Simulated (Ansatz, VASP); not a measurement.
Two plane-wave programs on Al

Contents of POSCAR:

```
Al
1.0
    2.9530781191      0.0000000000      0.0000000000
   -1.4765390595      2.5574406705      0.0000000000
    0.0000000000      0.0000000000      4.7451787500
Al
2
Direct
    0.6666666667      0.3333333333      0.7500000000
    0.3333333333      0.6666666667      0.2500000000
```

INCAR.step1

```
SYSTEM = Al
  PREC = Accurate
  ENCUT = 520
  ISMEAR = 0
  SIGMA = 0.15
  LREAL = .FALSE.
  LASPH = .TRUE.
  NELM = 80
  NBANDS = 10
  GGA = PE
  ALGO = Normal
  EDIFF = 1E-4
  LWAVE = .TRUE.
  LCHARG = .FALSE.
```

Contents of INCAR.step2:

```
SYSTEM = Al
  PREC = Accurate
  ENCUT = 520
  EDIFF = 1E-6
  ISMEAR = 0
  SIGMA = 0.15
  LREAL = .FALSE.
  LASPH = .TRUE.
  NELM = 80
  ALGO = Normal
  ISIF = 2
  LWAVE = .FALSE.
  LCHARG = .TRUE.
  METAGGA = R2SCAN
  LMIXTAU = .TRUE.
  LELF = .TRUE.
  LVHAR = .TRUE.
  NBANDS = 10
  ISTART = 1
```

The input KPOINTS:

```
regular mesh
0
G
  18 18 10
  0 0 0
```

Input for Ansatz:

```yaml
crystal:
  lattice:
    - [2.9530781191, 0.0, 0.0]
    - [-1.4765390595, 2.5574406705, 0.0]
    - [0.0, 0.0, 4.74517875]
  atoms:
    - { symbol: Al, position: [0.6666666667, 0.3333333333, 0.75] }
    - { symbol: Al, position: [0.3333333333, 0.6666666667, 0.25] }
basis:
  ecutwfc: 500
kpoints:
  mp_grid: { grid: [18, 18, 10] }
hamiltonian:
  xc: r2scan
scf:
  occupations: { method: gaussian, width: 0.15 }
output:
  forces: true
  stress: true
  eigenvalues: true
```

Change from the starting cell: strain +0.050 along x and y, -0.025 along z, atoms carried along.

Alike in both runs: task single point; functional r2SCAN; k mesh 18 × 18 × 10; occupations gaussian, width 0.15 eV; no spin polarisation.

|  | VASP | Ansatz |
| --- | --- | --- |
| version | VASP 6.6.1 | Ansatz 0.2.0 |
| potentials or method | VASP PAW PBE potentials, release 64 (Al), cutoff 520 eV | scalar-relativistic, plane waves, PAW |
| valence electrons in the cell | 6 | 6 |

VASP gave:

```
gap on the k mesh at the Fermi level (eV)                     : none
pressure (GPa)                                                : -7.9
traceless stress, the component that is largest in VASP (GPa) : 0.65
```

What did Ansatz give for the same quantities?

gap on the k mesh at the Fermi level (eV): none; pressure (GPa): -7.7; traceless stress, the component that is largest in VASP (GPa): 0.66.

VASP's potentials were made for PBE, not for r2SCAN. A gap of «none» marks a metal or a gap that the smearing closes.
